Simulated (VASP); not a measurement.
# AlN (P6_3/mmc) in VASP: further runs, part 2 of 2

VASP 6.6.1. The steps go on from the part before.

### 3 Single point, PBEsol

This run uses another cell than the first one, of 9.57 Å³/atom, 1.009 times its volume.

Contents of INCAR:

```
PREC = Accurate
ENCUT = 520
EDIFF = 1E-6
ISMEAR = 0
SIGMA = 0.05
LREAL = False
LASPH = True
NELM = 100
ALGO = Normal
ISIF = 2
LWAVE = False
LCHARG = False
GGA = PS
NBANDS = 16
```

Contents of KPOINTS:

```
regular mesh
0
Gamma
  9 9 6
```

Contents of POSCAR:

```
AlN
1.0
    3.3014407767      0.0000000000      0.0000000000
   -1.6507203884      2.8591315817      0.0000000000
    0.0000000000      0.0000000000      4.0572000000
Al N
2 2
Direct
    0.3333333333      0.6666666667      0.7500000000
    0.6666666667      0.3333333333      0.2500000000
    0.3333333333      0.6666666667      0.2500000000
    0.6666666667      0.3333333333      0.7500000000
```

Potentials or basis: VASP PAW PBE potentials, release 64 (Al, N).

The run is started by

```bash
cat potpaw_PBE.64/Al/POTCAR potpaw_PBE.64/N/POTCAR > POTCAR
mpirun -np 1 vasp_std > vasp.out
```

OUTCAR:

```text
PREC = Accurate
   ENCUT = 520
   EDIFF = 1E-6
   ISMEAR = 0
   LREAL = False
   LASPH = True
   NELM = 100
   ISIF = 2
   GGA = PS

 ion  position               nearest neighbor table
   1  0.333  0.667  0.750-   4 1.91   4 1.91   4 1.91   3 2.03   3 2.03   2 2.78   2 2.78   2 2.78
                             2 2.78   2 2.78   2 2.78
   2  0.667  0.333  0.250-   3 1.91   3 1.91   3 1.91   4 2.03   4 2.03   1 2.78   1 2.78   1 2.78
                             1 2.78   1 2.78   1 2.78
   3  0.333  0.667  0.250-   2 1.91   2 1.91   2 1.91   1 2.03   1 2.03
[... 663 lines left out ...]
  -------------------------------------------------------------------------------------
  Total        0.6814940      0.6814940      1.6657432     -0.0000000      0.0000000      0.0000000
  in kB       28.5107451     28.5107451     69.6874479     -0.0000000      0.0000000      0.0000000
  external PRESSURE =      42.2363127 kB  Pullay stress =       0.0000000 kB

 VOLUME and BASIS-vectors are now :
 -----------------------------------------------------------------------------
  energy-cutoff  :      520.00
  volume of cell :       38.30
      direct lattice vectors                 reciprocal lattice vectors
     3.301440777  0.000000000  0.000000000     0.302898058  0.174878275  0.000000000
    -1.650720388  2.859131582  0.000000000     0.000000000  0.349756551  0.000000000
     0.000000000  0.000000000  4.057200000     0.000000000  0.000000000  0.246475402

 POSITION                                       TOTAL-FORCE (eV/Angst)
 -----------------------------------------------------------------------------------
     -0.00000      1.90609      3.04290         0.000000     -0.000000      0.000000
      1.65072      0.95304      1.01430        -0.000000      0.000000      0.000000
     -0.00000      1.90609      1.01430        -0.000000     -0.000000      0.000000
      1.65072      0.95304      3.04290        -0.000000     -0.000000      0.000000
 -----------------------------------------------------------------------------------
    total drift:                               -0.000000     -0.000000     -0.000000

  FREE ENERGIE OF THE ION-ELECTRON SYSTEM (eV)
  ---------------------------------------------------
  free  energy   TOTEN  =       -30.9290677843 eV

  energy  without entropy=      -30.9290677843  energy(sigma->0) =      -30.92906778
```

stdout:

```text
POSCAR found type information on POSCAR AlN
 POSCAR found :  2 types and       4 ions
 scaLAPACK will be used
 -----------------------------------------------------------------------------
|                                                                             |
|                                                                             |
|     You enforced a specific xc type in the INCAR file but a different       |
|     I HOPE YOU KNOW WHAT YOU ARE DOING!                                     |
|                                                                             |
 -----------------------------------------------------------------------------

 LDA part: xc-table for (Slater+PW92), standard interpolation
 POSCAR, INCAR and KPOINTS ok, starting setup
 FFT: planning ... GRIDC
 FFT: planning ... GRID_SOFT
 FFT: planning ... GRID
 WAVECAR not read
 entering main loop
```

Wall time 26 s (1 thread of Intel Xeon Platinum 8488C (Sapphire Rapids), shared host); peak memory 0.16 GiB.

Results:

```yaml
Free_energy: -30.9291 eV
Pressure: 4.2 GPa
Band_gap_on_the_k_mesh: 3.54 eV, direct
```

Stress tensor (GPa, compression positive):
```
2.85 0.00 0.00
0.00 2.85 0.00
0.00 0.00 6.97
```

Caveat: the PAW data sets were made with another functional, which shifts forces and pressure a little. A k mesh can miss the band edges.

### 4 Single point, PBEsol

This run uses another cell than the first one, of 9.54 Å³/atom, 1.005 times its volume.

Contents of INCAR:

```
SYSTEM = AlN
  PREC = Accurate
  ENCUT = 520
  EDIFF = 1E-6
  ISMEAR = 0
  SIGMA = 0.05
  LREAL = .FALSE.
  LASPH = .TRUE.
  NELM = 100
  ALGO = Normal
  ISIF = 2
  LWAVE = .FALSE.
  LCHARG = .TRUE.
  GGA = PS
  LELF = .TRUE.
  LVHAR = .TRUE.
  NBANDS = 16
```

Contents of KPOINTS:

```
Automatic mesh
0
G
  9 9 6
  0 0 0
```

Contents of POSCAR:

```
AlN
1.0
    3.2618000000      0.0000000000      0.0000000000
   -1.6309000000      2.8248016620      0.0000000000
    0.0000000000      0.0000000000      4.1400037194
Al N
2 2
Direct
    0.3333333333      0.6666666667      0.7500000000
    0.6666666667      0.3333333333      0.2500000000
    0.3333333333      0.6666666667      0.2500000000
    0.6666666667      0.3333333333      0.7500000000
```

The run is started by

```bash
cat potpaw_PBE.64/Al/POTCAR potpaw_PBE.64/N/POTCAR > POTCAR
mpirun -np 1 vasp_std > vasp.out
```

It took 14 s on 1 thread of Intel Xeon Platinum 8488C (Sapphire Rapids), shared host; peak memory 0.16 GiB.

The run converged. Its results:

- Free energy: -30.9251 eV
- Pressure: 5.9 GPa
- Band gap on the k mesh: 3.49 eV, direct

Stress tensor (GPa, compression positive):
```
7.12 0.00 0.00
0.00 7.12 0.00
0.00 0.00 3.34
```

Levels at points of the mesh, in eV from the valence-band top:
| k point | band 4 | band 5 | band 6 | band 7 | band 8 | band 9 | band 10 | band 11 | band 12 | band 13 |
| --- | --- | --- | --- | --- | --- | --- | --- | --- | --- | --- |
| (0.00, 0.00, 0.00) | -3.41 | -3.41 | -1.72 | -1.72 | 0.00 | 3.49 | 4.68 | 8.37 | 8.37 | 11.48 |
| (0.00, 0.00, 0.50) | -3.82 | -2.61 | -2.61 | -2.61 | -2.61 | 5.82 | 5.82 | 8.53 | 8.53 | 8.53 |

Caveat: the PAW data sets were made with another functional, which shifts forces and pressure a little.

### 5 Single point, PBEsol

This run uses another cell than the first one, of 9.70 Å³/atom, 1.022 times its volume.

Contents of INCAR:

```
SYSTEM = AlN
  PREC = Accurate
  ENCUT = 520
  EDIFF = 1E-6
  ISMEAR = 0
  SIGMA = 0.05
  LREAL = .False.
  LASPH = .True.
  NELM = 100
  ALGO = Normal
  ISIF = 2
  LWAVE = .False.
  LCHARG = .False.
  GGA = PS
  NBANDS = 16
```

Contents of KPOINTS:

```
regular mesh
0
Gamma
  9 9 6
  0 0 0
```

Contents of POSCAR:

```
AlN
1.0
    3.2420000000      0.0000000000      0.0000000000
   -1.6210000000      2.8076543591      0.0000000000
    0.0000000000      0.0000000000      4.2642000000
Al N
2 2
Direct
    0.3333333333      0.6666666667      0.7500000000
    0.6666666667      0.3333333333      0.2500000000
    0.3333333333      0.6666666667      0.2500000000
    0.6666666667      0.3333333333      0.7500000000
```

The run is started by

```bash
cat potpaw_PBE.64/Al/POTCAR potpaw_PBE.64/N/POTCAR > POTCAR
mpirun -np 1 vasp_std > vasp.out
```

Run time: 13 s. Hardware: 1 thread of Intel Xeon Platinum 8488C (Sapphire Rapids), shared host; peak memory 0.16 GiB.

The run converged. Its results:

```
Free energy            : -30.9038 eV
Pressure               : 3.5 GPa
Band gap on the k mesh : 3.28 eV, direct
```

Stress tensor (GPa, compression positive):
```
 6.90  0.00  0.00
 0.00  6.90  0.00
 0.00  0.00 -3.30
```

Levels at points of the mesh, in eV from the valence-band top:
| k point | band 6 | band 7 | band 8 | band 9 | band 10 | band 11 |
| --- | --- | --- | --- | --- | --- | --- |
| (0.00, 0.00, 0.00) | -1.87 | -1.87 | 0.00 | 3.28 | 4.61 | 8.38 |
| (0.00, 0.00, 0.50) | -2.65 | -2.65 | -2.65 | 5.65 | 5.65 | 8.60 |

Caveat: the PAW data sets were made with another functional, which shifts forces and pressure a little. Expect the measured gap to be larger: semilocal functionals such as PBEsol lack the derivative discontinuity.

### 6 Single point, PBEsol

This run uses another cell than the first one, of 9.65 Å³/atom, 1.017 times its volume.

Contents of INCAR:

```
SYSTEM = AlN
PREC = Accurate
ENCUT = 520
EDIFF = 1E-6
ISMEAR = 0
SIGMA = 0.05
LREAL = .FALSE.
LASPH = .TRUE.
NELM = 80
ALGO = Normal
ISIF = 2
LWAVE = .FALSE.
LCHARG = .FALSE.
GGA = PS
NBANDS = 16
```

Contents of KPOINTS:

```
Automatic mesh
0
G
  9 9 6
  0 0 0
```

Contents of POSCAR:

```
AlN
1.0
    3.2024000000      0.0000000000      0.0000000000
   -1.6012000000      2.7733597531      0.0000000000
    0.0000000000      0.0000000000      4.3470000000
Al N
2 2
Direct
    0.3333333333      0.6666666667      0.7500000000
    0.6666666667      0.3333333333      0.2500000000
    0.3333333333      0.6666666667      0.2500000000
    0.6666666667      0.3333333333      0.7500000000
```

Potentials or basis: VASP PAW PBE potentials, release 64 (Al, N).

The run is started by

```bash
cat potpaw_PBE.64/Al/POTCAR potpaw_PBE.64/N/POTCAR > POTCAR
mpirun -np 1 vasp_std > vasp.out
```

It took 20 s on 1 thread of Intel Xeon Platinum 8488C (Sapphire Rapids), shared host; peak memory 0.15 GiB.

It converged, with:

* Free energy: -30.8274 eV
* Pressure: 7.0 GPa
* Band gap on the k mesh: 3.27 eV, direct

Stress tensor (GPa, compression positive):
```
12.74  0.00  0.00
 0.00 12.74  0.00
 0.00  0.00 -4.55
```

Levels at points of the mesh, in eV from the valence-band top:
| k point | band 4 | band 5 | band 6 | band 7 | band 8 | band 9 | band 10 | band 11 | band 12 | band 13 |
| --- | --- | --- | --- | --- | --- | --- | --- | --- | --- | --- |
| (0.00, 0.00, 0.00) | -3.36 | -3.36 | -2.02 | -2.02 | 0.00 | 3.27 | 4.77 | 8.56 | 8.56 | 11.23 |
| (0.00, 0.00, 0.50) | -4.03 | -2.72 | -2.72 | -2.72 | -2.72 | 5.67 | 5.67 | 8.81 | 8.81 | 8.81 |

Caveat: the PAW data sets were made with another functional, which shifts forces and pressure a little.

### 7 Summary

| cell | gap on the mesh (eV) | pressure (GPa) |
| --- | --- | --- |
| a = 3.222, b = 3.222, c = 4.223 Å, angles 90.0, 90.0, 120.0°, 4 atoms | 3.46 | 8.5 |
| a = 3.301, b = 3.301, c = 4.057 Å, angles 90.0, 90.0, 120.0°, 4 atoms | 3.54 | 4.2 |
| a = 3.262, b = 3.262, c = 4.140 Å, angles 90.0, 90.0, 120.0°, 4 atoms | 3.49 | 5.9 |
| a = 3.242, b = 3.242, c = 4.264 Å, angles 90.0, 90.0, 120.0°, 4 atoms | 3.28 | 3.5 |
| a = 3.202, b = 3.202, c = 4.347 Å, angles 90.0, 90.0, 120.0°, 4 atoms | 3.27 | 7.0 |

Alike in all rows: task single point; level PBEsol; potentials or basis VASP PAW PBE potentials, release 64 (Al, N); no spin polarisation; k mesh 9 × 9 × 6; cutoff (eV) 520; smearing gaussian 0.05 eV.

Caveats: the PAW data sets were made with another functional, which shifts forces and pressure a little.

Total energies depend on the potentials used, so only differences within one code and one set of settings carry meaning.
